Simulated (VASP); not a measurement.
# Fe (Im-3m) in VASP: further runs

Fe is run at these levels: PBE; tasks: relaxation of cell and atoms.

Everything below comes from runs of VASP 6.6.1. Logs are shortened: lines on timing, memory, paths and dates and some standing lists are left out, and cuts for length are marked.

## (1) The cell of the first run

The structure is cubic, space group Im-3m (No. 229). Conventional cell: a = 2.886 Å, b = 2.886 Å, c = 2.886 Å, α = 90.00°, β = 90.00°, γ = 90.00°. Fe (site symmetry m-3m) has 14 Fe at 2.50 to 2.89 Å within 3.3 Å.

## (2) Relaxation of cell and atoms, PBE, collinear spin, ferromagnetic start

INCAR reads:

```
SYSTEM = Fe
PREC     = Accurate       ! precision mode
ENCUT    = 600            ! plane-wave cutoff, eV
EDIFF    = 1E-7           ! SCF threshold, eV
ISMEAR   = 0              ! smearing method
SIGMA    = 0.1            ! smearing width, eV
LREAL    = .False.        ! projectors in reciprocal space
LASPH    = .True.         ! aspherical terms in the spheres
NELM     = 150            ! most SCF steps
ALGO     = Fast           ! electronic algorithm
ISIF     = 3              ! what is computed and relaxed
LWAVE    = .False.        ! write WAVECAR
LCHARG   = .False.        ! write CHGCAR
ISPIN    = 2              ! spin polarisation
MAGMOM   = 2.66           ! initial moments
LORBIT   = 11             ! projections on sites
LMAXMIX  = 4              ! l up to which the mixer works
GGA      = PE             ! functional
IBRION   = 2              ! ionic algorithm
NSW      = 100            ! ionic steps
EDIFFG   = -0.005         ! ionic threshold
```

KPOINTS reads:

```
regular mesh
0
Gamma
  20 20 20
  0 0 0
```

POSCAR reads:

```
Fe
1.0
   -1.4430000000      1.4430000000      1.4430000000
    1.4430000000     -1.4430000000      1.4430000000
    1.4430000000      1.4430000000     -1.4430000000
Fe
1
Direct
    0.0000000000      0.0000000000      0.0000000000
```

Potentials or basis: VASP PAW PBE potentials, release 64 (Fe).

Started as:

```bash
> cat potpaw_PBE.64/Fe/POTCAR > POTCAR
> mpirun -np 1 vasp_std > vasp.out
```

OUTCAR:

```text
SYSTEM = Fe
   PREC = Accurate
   ENCUT = 600
   EDIFF = 1E-7
   ISMEAR = 0
   LREAL = .False.
   LASPH = .True.
   NELM = 150
   ISIF = 3
   ISPIN = 2
   LORBIT = 11
   GGA = PE
   IBRION = 2
   NSW = 100
   EDIFFG = -0.005

 ion  position               nearest neighbor table
   1  0.000  0.000  0.000-

  LATTYP: Found a body centered cubic cell.
 ALAT       =     2.8860000000

  Lattice vectors:

 A1 = (  -1.4430000000,   1.4430000000,   1.4430000000)
 A2 = (   1.4430000000,  -1.4430000000,   1.4430000000)
 A3 = (   1.4430000000,   1.4430000000,  -1.4430000000)

Analysis of symmetry for initial positions (statically):
=====================================================================
 Subroutine PRICEL returns:
 Original cell was already a primitive cell.

 Routine SETGRP: Setting up the symmetry group for a
 body centered cubic supercell.

 Subroutine GETGRP returns: Found 48 space group operations
 (whereof 48 operations were pure point group operations)
 out of a pool of 48 trial point group operations.

The static configuration has the point symmetry O_h .

Analysis of symmetry for dynamics (positions and initial velocities):
=====================================================================
 Subroutine PRICEL returns:
 Original cell was already a primitive cell.

 Routine SETGRP: Setting up the symmetry group for a
 body centered cubic supercell.

 Subroutine GETGRP returns: Found 48 space group operations
 (whereof 48 operations were pure point group operations)
 out of a pool of 48 trial point group operations.

The dynamic configuration has the point symmetry O_h .

Analysis of structural, dynamic, and magnetic symmetry:
=====================================================================
 Subroutine PRICEL returns:
 Original cell was already a primitive cell.

 Routine SETGRP: Setting up the symmetry group for a
 body centered cubic supercell.

 Subroutine GETGRP returns: Found 48 space group operations
 (whereof 48 operations were pure point group operations)
 out of a pool of 48 trial point group operations.

The overall configuration has the point symmetry O_h .

 Subroutine INISYM returns: Found 48 space group operations
 (whereof 48 operations are pure point group operations),
 and found     1 'primitive' translations

----------------------------------------------------------------------------------------

                                     Primitive cell

  volume of cell :      12.0187

  direct lattice vectors                    reciprocal lattice vectors
    -1.443000000  1.443000000  1.443000000     0.000000000  0.346500347  0.346500347
     1.443000000 -1.443000000  1.443000000     0.346500347  0.000000000  0.346500347
     1.443000000  1.443000000 -1.443000000     0.346500347  0.346500347  0.000000000

  length of vectors
     2.499349315  2.499349315  2.499349315     0.490025489  0.490025489  0.490025489

  position of ions in fractional coordinates (direct lattice)
     0.000000000  0.000000000  0.000000000

  ion indices of the primitive-cell ions
   primitive index   ion index
                 1           1

----------------------------------------------------------------------------------------

 KPOINTS: regular mesh

Automatic generation of k-mesh.
 Grid dimensions read from file:
 generate k-points for:   20   20   20

 Generating k-lattice:

  Cartesian coordinates                     Fractional coordinates (reciprocal lattice)
     0.000000000  0.017325017  0.017325017     0.050000000  0.000000000  0.000000000
     0.017325017  0.000000000  0.017325017     0.000000000  0.050000000  0.000000000
     0.017325017  0.017325017  0.000000000     0.000000000  0.000000000  0.050000000

  Length of vectors
     0.024501274  0.024501274  0.024501274

  Shift w.r.t. Gamma in fractional coordinates (k-lattice)
     0.000000000  0.000000000  0.000000000

 Subroutine IBZKPT returns following result:
 ===========================================

 Found    256 irreducible k-points:

 Following reciprocal coordinates:
            Coordinates               Weight
  0.000000  0.000000  0.000000      1.000000
  0.050000  0.000000  0.000000     12.000000
  0.100000  0.000000  0.000000     12.000000
  0.150000  0.000000  0.000000     12.000000
  0.200000  0.000000  0.000000     12.000000
  0.250000  0.000000  0.000000     12.000000
[... 16 lines left out ...]
  0.200000  0.100000  0.000000     48.000000
  0.250000  0.100000  0.000000     48.000000
 [... further k-points ...]
   k-points           NKPTS =    256   k-points in BZ     NKDIM =    256   number of bands    NBANDS=      9
   number of dos      NEDOS =    301   number of ions     NIONS =      1
   total plane-waves  NPLWV =   8000
   dimension x,y,z NGX =    20 NGY =   20 NGZ =   20
   dimension x,y,z NGXF=    40 NGYF=   40 NGZF=   40
   ions per type =               1
   NGX,Y,Z   is equivalent  to a cutoff of  13.30, 13.30, 13.30 a.u.
   NGXF,Y,Z  is equivalent  to a cutoff of  26.61, 26.61, 26.61 a.u.
 SYSTEM =  Fe
   PREC   = accura    normal or accurate (medium, high low for compatibility)
   ISTART =      0    job   : 0-new  1-cont  2-samecut
   ICHARG =      2    charge: 1-file 2-atom 10-const
   ISPIN  =      2    spin polarized calculation?
   LNONCOLLINEAR =      F non collinear calculations
   LSORBIT =      F    spin-orbit coupling
   LASPH  =      T    aspherical Exc in radial PAW
   ENCUT  =  600.0 eV  44.10 Ry    6.64 a.u.   4.99  4.99  4.99*2*pi/ulx,y,z
   NELM   =    150;   NELMIN=  2; NELMDL= -5     # of ELM steps
   EDIFF  = 0.1E-06   stopping-criterion for ELM
   LREAL  =      F    real-space projection
   EDIFFG = -.5E-02   stopping-criterion for IOM
   NSW    =    100    number of steps for IOM
   IBRION =      2    ionic relax: 0-MD 1-quasi-New 2-CG
   NFREE  =      1    steps in history (QN), initial steepest desc. (CG)
   ISIF   =      3    stress and relaxation
   ISYM   =      2    0-nonsym 1-usesym 2-fastsym
   POTIM  = 0.5000    time-step for ionic-motion
   TEBEG  =    0.0;   TEEND  =   0.0 temperature during run
   PSTRESS=    0.0 pullay stress
   NELECT =       8.0000    total number of electrons
   NUPDOWN=      -1.0000    fix difference up-down
   EMIN   =  10.00;   EMAX   =-10.00  energy-range for DOS
   EFERMI =   0.00;   METHOD = LEGACY
   ISMEAR =     0;   SIGMA  =   0.10  broadening in eV -4-tet -1-fermi 0-gaus
   EFERMI_NEDOS =   21; number of points for ismear=-14 and -15
   IALGO  =     68    algorithm
   IMIX   =      4    mixing-type and parameters
     AMIX     =   0.40;   BMIX     =  1.00
     AMIX_MAG =   1.60;   BMIX_MAG =  1.00
  volume/ion in A,a.u.               =      12.02        81.11
  Fermi-wavevector in a.u.,A,eV,Ry     =   1.429394  2.701162 27.798962  2.043166
  Thomas-Fermi vector in A             =   2.549352
   LORBIT       =     11    0 simple, 1 ext, 2 COOP (PROOUT), +10 PAW based schemes
   GGA     = PE    functional components
   LHFCALC =     F    Hartree Fock is set to
   AEXX    =    0.0000 exact exchange contribution
   IVDW    =     0    specifies the selected vdW correction
   LEPSILON=     F    determine dielectric tensor
   LRPA    =     F    only Hartree local field effects (RPA)
 conjugate gradient relaxation of ions
 spin polarized calculation
 RMM-DIIS sequential band-by-band and
 Gauss-broadening in eV      SIGMA  =   0.10
  energy-cutoff  :      600.00
  volume of cell :       12.02
 maximum number of plane-waves:       420
   NGX =  9   NGY =  9   NGZ =  9

--------------------------------------- Ionic step        1  -------------------------------------------

 number of electron       7.9999995 magnetization       2.2836556

 Free energy of the ion-electron system (eV)
  ---------------------------------------------------
  ext. energy  EPLUGINS =         0.00000000
  ---------------------------------------------------
  free energy    TOTEN  =        -8.22442072 eV

  energy without entropy =       -8.21936622  energy(sigma->0) =       -8.22189347

------------------------ aborting loop because EDIFF is reached ----------------------------------------

  FORCE on cell =-STRESS in cart. coord.  units (eV):
  Direction    XX          YY          ZZ          XY          YZ          ZX
  --------------------------------------------------------------------------------------
  -------------------------------------------------------------------------------------
  Total       -0.7083854     -0.7083854     -0.7083854      0.0000000      0.0000000      0.0000000
  in kB      -94.4324381    -94.4324381    -94.4324381      0.0000000      0.0000000      0.0000000
  external PRESSURE =     -94.4324381 kB  Pullay stress =       0.0000000 kB
[... 55 lines left out ...]
  energy  without entropy=       -8.2264589240  energy(sigma->0) =       -8.22852263

--------------------------------------- Ionic step        3  -------------------------------------------

 number of electron       8.0000006 magnetization       2.1949037

 Free energy of the ion-electron system (eV)
  ---------------------------------------------------
  ext. energy  EPLUGINS =         0.00000000
  ---------------------------------------------------
  free energy    TOTEN  =        -8.24503837 eV

  energy without entropy =       -8.23970711  energy(sigma->0) =       -8.24237274

 E-fermi :   5.8308     XC(G=0): -13.1230

 val. band max:        5.8299643128   @ k =  -0.4500  -0.4500   0.3000
 cond. band min:       5.8333502672   @ k =  -0.4000   0.5000   0.1500
 fundamental gap:      0.0033859544
 Fermi energy:         5.8308456585

 spin component 1

 k-point     1 :       0.0000    0.0000    0.0000
  band No.  band energies     occupation
      1      -2.6047      1.00000
      2       3.5245      1.00000
      3       3.5245      1.00000
      4       3.5245      1.00000
      5       4.7373      1.00000
      6       4.7373      1.00000
      7      30.8676      0.00000
      8      30.8676      0.00000
      9      30.8676      0.00000
[... 265 lines left out ...]
 k-point    24 :       0.2500    0.1000    0.0000
  band No.  band energies     occupation
      1       0.5526      1.00000
      2       2.8075      1.00000
      3       3.2649      1.00000
      4       4.5693      1.00000
      5       4.9365      1.00000
      6       5.5427      0.99998
      7      19.5323      0.00000
      8      24.0163      0.00000
      9      27.4994      0.00000

 [... further k-points ...]

 spin component 2

 k-point     1 :       0.0000    0.0000    0.0000
  band No.  band energies     occupation
      1      -2.4365      1.00000
      2       5.4384      1.00000
      3       5.4385      1.00000
      4       5.4385      1.00000
      5       7.4946      0.00000
      6       7.4947      0.00000
      7      30.6162      0.00000
      8      30.6162      0.00000
      9      30.6162      0.00000
[... 304 lines left out ...]
  FREE ENERGIE OF THE ION-ELECTRON SYSTEM (eV)
  ---------------------------------------------------
  free  energy   TOTEN  =        -8.2450383690 eV

  energy  without entropy=       -8.2397071058  energy(sigma->0) =       -8.24237274

 reached required accuracy - stopping structural energy minimisation

 total charge

# of ion       s       p       d       tot
------------------------------------------
    1        0.488   0.543   6.240   7.270

 magnetization (x)

# of ion       s       p       d       tot
------------------------------------------
    1       -0.013  -0.056   2.261   2.192
```

Run time: 2.3 min. Hardware: 1 thread of Intel Xeon Platinum 8259CL at 2.50GHz (Skylake/Cascade Lake), shared host; peak memory 0.19 GiB.

Results:

```yaml
Free_energy: -8.2450 eV
Relaxed_volume: 11.35 Å³/atom
Relaxed_cell: a = 2.452 Å, b = 2.452 Å, c = 2.452 Å, α = 109.47°, β = 109.47°, γ = 109.47°
Space_group_after_relaxing_to_0.05_Å: Im-3m (No. 229)
Energy_gained_by_relaxing: 20.6 meV/atom
Ionic_steps: 3
Pressure_after_relaxing: 0.0 GPa
Net_moment: 2.19 μB per cell
Site_moments: Fe +2.19 μB
Valence_electrons_inside_the_program's_atomic_spheres: Fe 7.27
```

Step by step:
```tsv
step	energy change (eV)	largest force (eV/Å)	pressure (GPa)	volume (Å³)
1	0.0000	0.0000	-9.44	12.02
2	-0.0062	0.0000	9.53	10.83
3	-0.0206	0.0000	0.03	11.35
```

Final structure:
```
Fe
1.0
    -1.41566    1.41566    1.41566
     1.41566   -1.41566    1.41566
     1.41566    1.41566   -1.41566
Fe
1
Cartesian
  0.0000 0.0000 0.0000
```

Levels at points of the mesh, in eV from the Fermi level:
Spin up:
```csv
k point,band 2,band 3,band 4,band 5,band 6,band 7,band 8,band 9
"(0.00, 0.00, 0.00)",-2.31,-2.31,-2.31,-1.09,-1.09,25.04,25.04,25.04
"(0.50, 0.00, 0.00)",-3.39,-1.03,-0.90,0.39,0.52,7.37,18.38,20.24
"(0.50, 0.50, 0.50)",-4.85,0.12,0.12,0.12,9.95,9.95,9.95,15.66
```
Spin down:
| k point | band 1 | band 2 | band 3 | band 4 | band 5 | band 6 | band 7 | band 8 |
| --- | --- | --- | --- | --- | --- | --- | --- | --- |
| (0.00, 0.00, 0.00) | -8.27 | -0.39 | -0.39 | -0.39 | 1.66 | 1.66 | 24.79 | 24.79 |
| (0.50, 0.00, 0.00) | -3.64 | -1.68 | 0.63 | 1.52 | 1.92 | 2.61 | 8.74 | 18.43 |
| (0.50, 0.50, 0.50) | -3.03 | -3.03 | 2.30 | 2.30 | 2.30 | 10.22 | 10.22 | 10.22 |

[end of part 1 of 2]
